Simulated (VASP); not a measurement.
The system is BN.

```xyz
2
Lattice="0.0000 1.8075 1.8075 1.8075 0.0000 1.8075 1.8075 1.8075 0.0000" Properties=species:S:1:pos:R:3 pbc="T T T"
B     0.0000    0.0000    0.0000
N     2.7113    2.7113    2.7113
```

Program: VASP 6.6.1. Alike in all runs: task single point; potentials or basis VASP PAW PBE potentials, release 64 (B, N); no spin polarisation; cell as given; k mesh 7 × 7 × 7; smearing gaussian 0.01 eV.

Q: Order these runs on this cell by their pressure, lowest first.
A. level PBE; cutoff (eV) 600
B. level PBEsol; cutoff (eV) 600
C. level RPBE; cutoff (eV) 600
D. level r2SCAN; cutoff (eV) 660

A: B (-2.6 GPa), D (-0.5 GPa), A (3.0 GPa), C (9.0 GPa).

Caveats: all runs use coarse meshes; the PAW data sets were made with another functional, which shifts forces and pressure a little (at least some runs).
